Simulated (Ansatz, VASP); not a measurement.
# One calculation of Cu, two programs

```xyz
1
Lattice="0.0000 1.7594 1.7594 1.7594 0.0000 1.7594 1.7594 1.7594 0.0000" Properties=species:S:1:pos:R:3 pbc="T T T"
Cu    0.0000    0.0000    0.0000
```

Alike in both runs: functional LDA; k mesh 16 × 16 × 16; occupations fermi-dirac, width 0.15 eV; no spin polarisation.

Ansatz relaxed the structure, and its values are those at the end. VASP's run is a single point on that final structure, the one shown.

|  | VASP | Ansatz |
| --- | --- | --- |
| version | VASP 6.6.1 | Ansatz 0.2.0 |
| potentials or method | VASP PAW LDA potentials, release 64 (Cu_sv_GW), cutoff 700 eV | scalar-relativistic, plane waves, PAW |
| valence electrons in the cell | 19 | 19 |

Ansatz gave:

| Quantity | Value |
| --- | --- |
| gap on the k mesh at the Fermi level (eV) | none |
| pressure (GPa) | 0.0 |

Q: Estimate VASP's values.

A: gap on the k mesh at the Fermi level (eV): none; pressure (GPa): -4.3.

Ansatz warns that its potentials were made for another functional, while VASP's fit it. LDA's correlation is that of Perdew and Zunger in VASP and of Perdew and Wang (1992) in Ansatz. A gap of «none» marks a metal or a gap that the smearing closes. One of these differences is far larger than is usual between the two programs; its cause wasn't traced.
